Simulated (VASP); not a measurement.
# Si2Ge (P-3m1) in VASP: single point with PBEsol

Aim: the single point of Si2Ge with PBEsol.

Program: VASP 6.6.1. These are calculated values, not measurements. Logs are shortened: lines on timing, memory, paths and dates and some standing lists are left out, and cuts for length are marked.

### 1 The cell of the first run

The structure is trigonal, space group P-3m1 (No. 164). Conventional cell: a = 3.892 Å, b = 3.892 Å, c = 9.530 Å, α = 90.00°, β = 90.00°, γ = 120.00°. Si (site symmetry 3m) has 1 Si at 2.34 Å and 3 Ge at 2.39 Å within 3.1 Å. Si (site symmetry 3m) has 3 Si at 2.37 Å and 1 Ge at 2.40 Å within 3.1 Å. Ge (site symmetry 3m) has 4 Si at 2.39 to 2.40 Å within 3.2 Å.

### 2 Single point, PBEsol

File INCAR:

```
SYSTEM = Si2Ge
PREC = Accurate ; ENCUT = 520
EDIFF = 1E-7 ; ISMEAR = 0
SIGMA = 0.1 ; LREAL = .FALSE.
LASPH = .TRUE. ; NELM = 60
ALGO = Normal ; ISIF = 2
LWAVE = .FALSE. ; LCHARG = .FALSE.
GGA = PS ; NBANDS = 31
```

File KPOINTS:

```
regular mesh
0
G
  12 12 4
  0 0 0
```

File POSCAR:

```
Si2Ge
1.0
    3.8920602704      0.0000000000      0.0000000000
   -1.9460301352      3.3706230672      0.0000000000
    0.0000000000      0.0000000000      9.5298686415
Si Ge
4 2
Direct
    0.6666666667      0.3333333333      0.1687875633
    0.3333333333      0.6666666667      0.8313477634
    0.6666666667      0.3333333333      0.4145457700
    0.0000000000      0.0000000000      0.7519855699
    0.3333333333      0.6666666667      0.0835771426
    0.0000000000      0.0000000000      0.4997561908
```

Potentials or basis: VASP PAW PBE potentials, release 64 (Si, Ge_d).

Launch:

```console
$ cat potpaw_PBE.64/Si/POTCAR potpaw_PBE.64/Ge_d/POTCAR > POTCAR
$ mpirun -np 1 vasp_std > vasp.out
```

OUTCAR:

```text
SYSTEM = Si2Ge
   PREC = Accurate
   ENCUT = 520
   EDIFF = 1E-7
   ISMEAR = 0
   LREAL = .FALSE.
   LASPH = .TRUE.
   NELM = 60
   ISIF = 2
   GGA = PS

 ion  position               nearest neighbor table
   1  0.667  0.333  0.169-   3 2.34   5 2.39   5 2.39   5 2.39
   2  0.333  0.667  0.831-   4 2.37   4 2.37   4 2.37   5 2.40
   3  0.667  0.333  0.415-   1 2.34   6 2.39   6 2.39   6 2.39
   4  0.000  0.000  0.752-   2 2.37   2 2.37   2 2.37   6 2.40
   5  0.333  0.667  0.084-   1 2.39   1 2.39   1 2.39   2 2.40
   6  0.000  0.000  0.500-   3 2.39   3 2.39   3 2.39   4 2.40

  LATTYP: Found a hexagonal cell.
 ALAT       =     3.8920602704
 C/A-ratio  =     2.4485408702

  Lattice vectors:

 A1 = (   3.8920602704,   0.0000000000,   0.0000000000)
 A2 = (  -1.9460301352,   3.3706230672,   0.0000000000)
 A3 = (   0.0000000000,   0.0000000000,   9.5298686415)

Analysis of symmetry for initial positions (statically):
=====================================================================
 Subroutine PRICEL returns:
 Original cell was already a primitive cell.

 Routine SETGRP: Setting up the symmetry group for a
 hexagonal supercell.

 Subroutine GETGRP returns: Found 12 space group operations
 (whereof  6 operations were pure point group operations)
 out of a pool of 24 trial point group operations.

The static configuration has the point symmetry C_3v.
 The point group associated with its full space group is D_3d.

Analysis of symmetry for dynamics (positions and initial velocities):
=====================================================================
 Subroutine PRICEL returns:
 Original cell was already a primitive cell.

 Routine SETGRP: Setting up the symmetry group for a
 hexagonal supercell.

 Subroutine GETGRP returns: Found 12 space group operations
 (whereof  6 operations were pure point group operations)
 out of a pool of 24 trial point group operations.

The dynamic configuration has the point symmetry C_3v.
 The point group associated with its full space group is D_3d.

 Subroutine INISYM returns: Found 12 space group operations
 (whereof  6 operations are pure point group operations),
 and found     1 'primitive' translations

----------------------------------------------------------------------------------------

                                     Primitive cell

  volume of cell :     125.0192

  direct lattice vectors                    reciprocal lattice vectors
     3.892060270  0.000000000  0.000000000     0.256933329  0.148340526  0.000000000
    -1.946030135  3.370623067  0.000000000     0.000000000  0.296681053  0.000000000
     0.000000000  0.000000000  9.529868642     0.000000000  0.000000000  0.104933241

  length of vectors
     3.892060270  3.892060270  9.529868642     0.296681053  0.296681053  0.104933241

  position of ions in fractional coordinates (direct lattice)
     0.666666667  0.333333333  0.168787563
     0.333333333  0.666666667  0.831347763
     0.666666667  0.333333333  0.414545770
     0.000000000  0.000000000  0.751985570
     0.333333333  0.666666667  0.083577143
     0.000000000  0.000000000  0.499756191

  ion indices of the primitive-cell ions
   primitive index   ion index
                 1           1
                 2           2
                 3           3
                 4           4
                 5           5
                 6           6

----------------------------------------------------------------------------------------

 KPOINTS: regular mesh

Automatic generation of k-mesh.
 Grid dimensions read from file:
 generate k-points for:   12   12    4

 Generating k-lattice:

  Cartesian coordinates                     Fractional coordinates (reciprocal lattice)
     0.021411111  0.012361711  0.000000000     0.083333333  0.000000000  0.000000000
     0.000000000  0.024723421  0.000000000     0.000000000  0.083333333  0.000000000
     0.000000000  0.000000000  0.026233310     0.000000000  0.000000000  0.250000000

  Length of vectors
     0.024723421  0.024723421  0.026233310

  Shift w.r.t. Gamma in fractional coordinates (k-lattice)
     0.000000000  0.000000000  0.000000000

 Subroutine IBZKPT returns following result:
 ===========================================

 Found     69 irreducible k-points:

 Following reciprocal coordinates:
            Coordinates               Weight
  0.000000  0.000000  0.000000      1.000000
  0.083333 -0.000000  0.000000      6.000000
  0.166667 -0.000000  0.000000      6.000000
  0.250000  0.000000  0.000000      6.000000
  0.333333 -0.000000  0.000000      6.000000
  0.416667 -0.000000  0.000000      6.000000
[... 16 lines left out ...]
  0.166667 -0.000000  0.250000      6.000000
  0.000000  0.166667  0.250000      6.000000
 [... further k-points ...]
   k-points           NKPTS =     69   k-points in BZ     NKDIM =     69   number of bands    NBANDS=     31
   number of dos      NEDOS =    301   number of ions     NIONS =      6
   total plane-waves  NPLWV =  64800
   dimension x,y,z NGX =    30 NGY =   30 NGZ =   72
   dimension x,y,z NGXF=    60 NGYF=   60 NGZF=  144
   ions per type =               4   2
   NGX,Y,Z   is equivalent  to a cutoff of  12.81, 12.81, 12.56 a.u.
   NGXF,Y,Z  is equivalent  to a cutoff of  25.63, 25.63, 25.12 a.u.
 SYSTEM =  Si2Ge
   PREC   = accura    normal or accurate (medium, high low for compatibility)
   ISTART =      0    job   : 0-new  1-cont  2-samecut
   ICHARG =      2    charge: 1-file 2-atom 10-const
   ISPIN  =      1    spin polarized calculation?
   LNONCOLLINEAR =      F non collinear calculations
   LSORBIT =      F    spin-orbit coupling
   LASPH  =      T    aspherical Exc in radial PAW
   ENCUT  =  520.0 eV  38.22 Ry    6.18 a.u.   7.24  7.24 17.72*2*pi/ulx,y,z
   NELM   =     60;   NELMIN=  2; NELMDL= -5     # of ELM steps
   EDIFF  = 0.1E-06   stopping-criterion for ELM
   LREAL  =      F    real-space projection
   EDIFFG = 0.1E-05   stopping-criterion for IOM
   NSW    =      0    number of steps for IOM
   IBRION =     -1    ionic relax: 0-MD 1-quasi-New 2-CG
   NFREE  =      0    steps in history (QN), initial steepest desc. (CG)
   ISIF   =      2    stress and relaxation
   ISYM   =      2    0-nonsym 1-usesym 2-fastsym
   POTIM  = 0.5000    time-step for ionic-motion
   TEBEG  =    0.0;   TEEND  =   0.0 temperature during run
   PSTRESS=    0.0 pullay stress
   NELECT =      44.0000    total number of electrons
   NUPDOWN=      -1.0000    fix difference up-down
   EMIN   =  10.00;   EMAX   =-10.00  energy-range for DOS
   EFERMI =   0.00;   METHOD = LEGACY
   ISMEAR =     0;   SIGMA  =   0.10  broadening in eV -4-tet -1-fermi 0-gaus
   EFERMI_NEDOS =   21; number of points for ismear=-14 and -15
   IALGO  =     38    algorithm
   IMIX   =      4    mixing-type and parameters
     AMIX     =   0.40;   BMIX     =  1.00
     AMIX_MAG =   1.60;   BMIX_MAG =  1.00
  volume/ion in A,a.u.               =      20.84       140.61
  Fermi-wavevector in a.u.,A,eV,Ry     =   1.155847  2.184233 18.177127  1.335981
  Thomas-Fermi vector in A             =   2.292472
   LORBIT       =      0    0 simple, 1 ext, 2 COOP (PROOUT), +10 PAW based schemes
   GGA     = PS    functional components
   LHFCALC =     F    Hartree Fock is set to
   AEXX    =    0.0000 exact exchange contribution
   IVDW    =     0    specifies the selected vdW correction
   LEPSILON=     F    determine dielectric tensor
   LRPA    =     F    only Hartree local field effects (RPA)
 non-spin polarized calculation
 Gauss-broadening in eV      SIGMA  =   0.10
  energy-cutoff  :      520.00
  volume of cell :      125.02
 maximum number of plane-waves:      3401
 NGX is ok and might be reduce to    30
   NGX = 15   NGY = 15   NGZ = 35

 number of electron      43.9999990 magnetization

 Free energy of the ion-electron system (eV)
  ---------------------------------------------------
  ext. energy  EPLUGINS =         0.00000000
  ---------------------------------------------------
  free energy    TOTEN  =       -32.79578899 eV

  energy without entropy =      -32.79578563  energy(sigma->0) =      -32.79578731

 E-fermi :   5.7192     XC(G=0):  -9.7778

 val. band max:        5.4977228173   @ k =   0.0000   0.0000   0.0000
 cond. band min:       5.9607756862   @ k =   0.0000   0.4167   0.2500
 fundamental gap:      0.4630528689
 Fermi energy:         5.7191981709

 k-point     1 :       0.0000    0.0000    0.0000
  band No.  band energies     occupation
      1     -18.7364      2.00000
      2     -18.7359      2.00000
      3     -18.7326      2.00000
      4     -18.7326      2.00000
      5     -18.7324      2.00000
      6     -18.7324      2.00000
[... 23 lines left out ...]
     30       8.8501      0.00000
     31       9.2321      0.00000

 k-point     2 :       0.0833   -0.0000    0.0000
  band No.  band energies     occupation
      1     -18.7361      2.00000
      2     -18.7356      2.00000
      3     -18.7327      2.00000
      4     -18.7324      2.00000
      5     -18.7321      2.00000
      6     -18.7319      2.00000
[... 23 lines left out ...]
     30       8.9875      0.00000
     31       9.2572      0.00000

 k-point     3 :       0.1667   -0.0000    0.0000
  band No.  band energies     occupation
      1     -18.7358      2.00000
      2     -18.7354      2.00000
      3     -18.7325      2.00000
      4     -18.7321      2.00000
      5     -18.7309      2.00000
      6     -18.7307      2.00000
[... 23 lines left out ...]
     30       9.6128      0.00000
     31      10.0222      0.00000

 k-point     4 :       0.2500    0.0000    0.0000
  band No.  band energies     occupation
      1     -18.7361      2.00000
      2     -18.7359      2.00000
      3     -18.7315      2.00000
      4     -18.7310      2.00000
      5     -18.7293      2.00000
      6     -18.7291      2.00000
[... 635 lines left out ...]
     30       9.0405      0.00000
     31       9.3902      0.00000

 k-point    23 :       0.1667   -0.0000    0.2500
  band No.  band energies     occupation
      1     -18.7357      2.00000
      2     -18.7355      2.00000
      3     -18.7325      2.00000
      4     -18.7321      2.00000
      5     -18.7309      2.00000
      6     -18.7307      2.00000
[... 23 lines left out ...]
     30       9.6176      0.00000
     31       9.7632      0.00000

 k-point    24 :       0.0000    0.1667    0.2500
  band No.  band energies     occupation
      1     -18.7357      2.00000
      2     -18.7355      2.00000
      3     -18.7326      2.00000
      4     -18.7321      2.00000
      5     -18.7309      2.00000
      6     -18.7307      2.00000
[... 23 lines left out ...]
     30       9.7292      0.00000
     31      10.1085      0.00000

 [... further k-points ...]

------------------------ aborting loop because EDIFF is reached ----------------------------------------

  FORCE on cell =-STRESS in cart. coord.  units (eV):
  Direction    XX          YY          ZZ          XY          YZ          ZX
  --------------------------------------------------------------------------------------
  -------------------------------------------------------------------------------------
  Total        0.0097288      0.0097288      0.0131841     -0.0000000      0.0000000      0.0000000
  in kB        0.1246795      0.1246795      0.1689600     -0.0000000      0.0000000      0.0000000
  external PRESSURE =       0.1394397 kB  Pullay stress =       0.0000000 kB

 VOLUME and BASIS-vectors are now :
 -----------------------------------------------------------------------------
  energy-cutoff  :      520.00
  volume of cell :      125.02
      direct lattice vectors                 reciprocal lattice vectors
     3.892060270  0.000000000  0.000000000     0.256933329  0.148340526  0.000000000
    -1.946030135  3.370623067  0.000000000     0.000000000  0.296681053  0.000000000
     0.000000000  0.000000000  9.529868642     0.000000000  0.000000000  0.104933241

 POSITION                                       TOTAL-FORCE (eV/Angst)
 -----------------------------------------------------------------------------------
      1.94603      1.12354      1.60852        -0.000000     -0.000000     -0.010378
     -0.00000      2.24708      7.92263         0.000000      0.000000      0.007148
      1.94603      1.12354      3.95057         0.000000      0.000000      0.010378
      0.00000      0.00000      7.16632        -0.000000     -0.000000     -0.007148
     -0.00000      2.24708      0.79648        -0.000000      0.000000     -0.000354
      0.00000      0.00000      4.76261        -0.000000      0.000000      0.000354
 -----------------------------------------------------------------------------------
    total drift:                                0.000000     -0.000000     -0.000000

  FREE ENERGIE OF THE ION-ELECTRON SYSTEM (eV)
  ---------------------------------------------------
  free  energy   TOTEN  =       -32.7957889896 eV

  energy  without entropy=      -32.7957856345  energy(sigma->0) =      -32.79578731
```

Wall time 3.6 min (1 thread of AMD EPYC 7R43 (Zen 3), shared host); peak memory 0.33 GiB.

Results:

* Free energy: -32.7958 eV
* Pressure: 0.0 GPa
* Largest force: 0.010 eV/Å
* Band gap on the k mesh: 0.46 eV, indirect (least direct gap 1.14 eV)

Forces in eV/Å, atoms in the order of the input:
```
Si   0.000  0.000 -0.010
Si   0.000  0.000  0.007
Si   0.000  0.000  0.010
Si   0.000  0.000 -0.007
Ge   0.000  0.000  0.000
Ge   0.000  0.000  0.000
```

Caveat: the PAW data sets were made with another functional, which shifts forces and pressure a little. As with any semilocal functional, this PBEsol gap is likely too small.
